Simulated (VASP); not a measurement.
# Li2C (I4/mmm) in VASP: notebook, part 2 of 2

VASP 6.6.1.

## 4. Relaxation of cell and atoms, PBE

This run uses another cell than the first one, of 10.23 Å³/atom, 1.151 times its volume.

File INCAR:

```
SYSTEM = Li2C
  PREC = Accurate
  ENCUT = 600
  EDIFF = 1E-7
  ISMEAR = 0
  SIGMA = 0.1
  LREAL = .FALSE.
  LASPH = .TRUE.
  NELM = 80
  ALGO = Normal
  ISIF = 3
  LWAVE = .FALSE.
  LCHARG = .FALSE.
  GGA = PE
  IBRION = 2
  NSW = 90
  EDIFFG = -0.04
```

File KPOINTS:

```
Automatic mesh
0
G
  8 8 8
  0 0 0
```

File POSCAR:

```
Li2C
1.0
   -1.4622279810      1.4622279810      3.5870280160
    1.4622279810     -1.4622279810      3.5870280160
    1.4622279810      1.4622279810     -3.5870280160
Li C
2 1
Direct
    0.6650000000      0.6650000000      0.0000000000
    0.3350000000      0.3350000000      0.0000000000
    0.0000000000      0.0000000000      0.0000000000
```

Potentials or basis: VASP PAW PBE potentials, release 64 (Li_sv, C).

Run with:

```sh
$ cat potpaw_PBE.64/Li_sv/POTCAR potpaw_PBE.64/C/POTCAR > POTCAR
$ mpirun -np 1 vasp_std > vasp.out
```

OUTCAR:

```text
SYSTEM = Li2C
   PREC = Accurate
   ENCUT = 600
   EDIFF = 1E-7
   ISMEAR = 0
   LREAL = .FALSE.
   LASPH = .TRUE.
   NELM = 80
   ISIF = 3
   GGA = PE
   IBRION = 2
   NSW = 90
   EDIFFG = -0.04

 ion  position               nearest neighbor table
   1  0.665  0.665  0.000-   2 2.37   2 2.40   2 2.40   2 2.40   2 2.40
   2  0.335  0.335  0.000-   1 2.37   1 2.40   1 2.40   1 2.40   1 2.40
   3  0.000  0.000  0.000-

  LATTYP: Found a body centered tetragonal cell.
 ALAT       =     2.9244559620
 C/A-ratio  =     2.4531250001

  Lattice vectors:

 A1 = (  -1.4622279810,   1.4622279810,   3.5870280160)
 A2 = (   1.4622279810,  -1.4622279810,   3.5870280160)
 A3 = (   1.4622279810,   1.4622279810,  -3.5870280160)

Analysis of symmetry for initial positions (statically):
=====================================================================
 Subroutine PRICEL returns:
 Original cell was already a primitive cell.

 Routine SETGRP: Setting up the symmetry group for a
 body centered tetragonal supercell.

 Subroutine GETGRP returns: Found 16 space group operations
 (whereof 16 operations were pure point group operations)
 out of a pool of 16 trial point group operations.

The static configuration has the point symmetry D_4h.

Analysis of symmetry for dynamics (positions and initial velocities):
=====================================================================
 Subroutine PRICEL returns:
 Original cell was already a primitive cell.

 Routine SETGRP: Setting up the symmetry group for a
 body centered tetragonal supercell.

 Subroutine GETGRP returns: Found 16 space group operations
 (whereof 16 operations were pure point group operations)
 out of a pool of 16 trial point group operations.

The dynamic configuration has the point symmetry D_4h.

 Subroutine INISYM returns: Found 16 space group operations
 (whereof 16 operations are pure point group operations),
 and found     1 'primitive' translations

[... 132 lines left out ...]
 maximum number of plane-waves:      1039
 NGX is ok and might be reduce to    36
   NGX = 17   NGY = 17   NGZ = 17

--------------------------------------- Ionic step        1  -------------------------------------------

 number of electron      10.0000000 magnetization

 number of electron       9.9999998 magnetization

 Free energy of the ion-electron system (eV)
  ---------------------------------------------------
  ext. energy  EPLUGINS =         0.00000000
  ---------------------------------------------------
  free energy    TOTEN  =       -10.57412367 eV

  energy without entropy =      -10.56327338  energy(sigma->0) =      -10.56869853

------------------------ aborting loop because EDIFF is reached ----------------------------------------

  FORCE on cell =-STRESS in cart. coord.  units (eV):
  Direction    XX          YY          ZZ          XY          YZ          ZX
  --------------------------------------------------------------------------------------
  -------------------------------------------------------------------------------------
  Total       -1.4609683     -1.4609683     -1.4503570      0.0000000     -0.0000000      0.0000000
  in kB      -76.3003336    -76.3003336    -75.7461473      0.0000000     -0.0000000      0.0000000
  external PRESSURE =     -76.1156049 kB  Pullay stress =       0.0000000 kB
[... 92 lines left out ...]
  FREE ENERGIE OF THE ION-ELECTRON SYSTEM (eV)
  ---------------------------------------------------
  free  energy   TOTEN  =       -10.7372597354 eV

  energy  without entropy=      -10.7241903003  energy(sigma->0) =      -10.73072502

[... ionic steps 4 to 7 ...]

--------------------------------------- Ionic step        8  -------------------------------------------

 number of electron      10.0000001 magnetization

 E-fermi :   3.7094     XC(G=0): -10.0919

 val. band max:        3.7025928485   @ k =  -0.2500   0.2500   0.0000
 cond. band min:       3.7120993557   @ k =   0.1250   0.1250   0.1250
 fundamental gap:      0.0095065072
 Fermi energy:         3.7094148880

 k-point     1 :       0.0000    0.0000    0.0000
  band No.  band energies     occupation
      1     -41.4253      2.00000
      2     -41.1652      2.00000
      3      -7.2677      2.00000
      4       2.5542      2.00000
      5       5.1606      0.00000
      6       6.1404      0.00000
      7       6.1404      0.00000
      8      15.3582      0.00000
      9      16.1086      0.00000
[... 349 lines left out ...]
--------------------------------------- Ionic step       10  -------------------------------------------

 number of electron       9.9999999 magnetization

 Free energy of the ion-electron system (eV)
  ---------------------------------------------------
  ext. energy  EPLUGINS =         0.00000000
  ---------------------------------------------------
  free energy    TOTEN  =       -10.78857487 eV

  energy without entropy =      -10.77663599  energy(sigma->0) =      -10.78260543

 E-fermi :   3.5637     XC(G=0):  -9.9871

 val. band max:        3.5593318681   @ k =   0.1250   0.1250   0.1250
 cond. band min:       3.5645436617   @ k =   0.3750   0.2500   0.1250
 fundamental gap:      0.0052117936
 Fermi energy:         3.5637311317

 k-point     1 :       0.0000    0.0000    0.0000
  band No.  band energies     occupation
      1     -41.5756      2.00000
      2     -41.3414      2.00000
      3      -7.3613      2.00000
      4       2.4237      2.00000
      5       4.7191      0.00000
      6       5.9379      0.00000
      7       5.9379      0.00000
      8      15.1278      0.00000
      9      16.0263      0.00000
[... 306 lines left out ...]
  FREE ENERGIE OF THE ION-ELECTRON SYSTEM (eV)
  ---------------------------------------------------
  free  energy   TOTEN  =       -10.7885748726 eV

  energy  without entropy=      -10.7766359889  energy(sigma->0) =      -10.78260543

 reached required accuracy - stopping structural energy minimisation
```

CONTCAR:

```text
Li2C
   1.00000000000000
    -1.3455212432029591    1.3455212432029591    3.6720059906288181
     1.3455212432029591   -1.3455212432029591    3.6720059906288181
     1.3455212432029591    1.3455212432029591   -3.6720059906288181
  Li              C
     2     1
Direct
     0.6475728135866571    0.6475728135866571    0.0000000000000000
     0.3524271864133430    0.3524271864133430    0.0000000000000000
     0.0000000000000000    0.0000000000000000    1.0000000000000000

  0.00000000E+00  0.00000000E+00  0.00000000E+00
  0.00000000E+00  0.00000000E+00  0.00000000E+00
  0.00000000E+00  0.00000000E+00  0.00000000E+00
```

Run time: 1.7 min. Hardware: 1 thread of Intel Xeon 6975P-C (Granite Rapids), shared host; peak memory 0.2 GiB.

What came out:

* Free energy: -10.7886 eV
* Relaxed volume: 8.86 Å³/atom
* Relaxed cell: a = 4.136 Å, b = 4.136 Å, c = 4.136 Å, α = 142.03°, β = 142.03°, γ = 54.79°
* Space group after relaxing (to 0.05 Å): I4/mmm (No. 139)
* Energy gained by relaxing: 71.5 meV/atom
* Ionic steps: 10
* Pressure after relaxing: -0.1 GPa
* Largest force after relaxing: 0.003 eV/Å
* Band gap on the k mesh: zero (band 5 reaches 5.79 eV, above the bottom of band 6 at 2.60 eV)

Forces on the atoms (eV/Å):
```
Li   0.000  0.000  0.003
Li   0.000  0.000 -0.003
C    0.000  0.000  0.000
```

Stress tensor (GPa, compression positive):
```
-0.43  0.00  0.00
 0.00 -0.43  0.00
 0.00  0.00  0.44
```

The path:
```tsv
step	energy change (eV)	largest force (eV/Å)	pressure (GPa)	volume (Å³)
1	0.0000	0.6141	-7.61	30.68
2	-0.1126	0.3934	-4.75	28.57
3	-0.1631	0.0587	-0.16	26.40
4	-0.1633	0.0304	0.24	26.25
5	-0.1854	0.0580	0.79	25.93
6	-0.2000	0.1158	2.62	25.17
7	-0.2009	0.1052	2.25	25.29
8	-0.2099	0.1127	0.70	25.95
9	-0.2124	0.1253	-0.56	26.57
10	-0.2145	0.0032	-0.14	26.59
```

Final structure:
```
Li C
1.0
    -1.34552    1.34552    3.67201
     1.34552   -1.34552    3.67201
     1.34552    1.34552   -3.67201
Li C
2 1
Direct
  0.64757 0.64757 0.00000
  0.35243 0.35243 0.00000
  0.00000 0.00000 0.00000
```

Caveat: the k points lie up to 0.41 Å⁻¹ apart in the final cell; the cutoff is under 1.25 times the usual one of these potentials, so pressure, stress and relaxed cells hold a basis-set (Pulay) error.

## 5. Overview

| task | cell | cutoff (eV) | gap on the mesh (eV) | largest force (eV/Å) |
| --- | --- | --- | --- | --- |
| single point | a = 4.153 Å, angles 142.2, 142.2, 54.5°, 3 atoms | 520 | none | 0.01 |
| single point | a = 4.140 Å, angles 138.6, 138.6, 59.9°, 3 atoms | 520 | none | 0.61 |
| relaxation of cell and atoms | relaxed from a = 4.140 Å, angles 138.6, 138.6, 59.9°, 3 atoms | 600 | none | - |

Alike in all rows: level PBE; potentials or basis VASP PAW PBE potentials, release 64 (Li_sv, C); no spin polarisation; k mesh 8 × 8 × 8; smearing gaussian 0.1 eV.

Caveats: all runs use coarse meshes; the cutoff is under 1.25 times the usual one of these potentials, so pressure, stress and relaxed cells hold a basis-set (Pulay) error.

Total energies depend on the potentials used, so only differences within one code and one set of settings carry meaning.
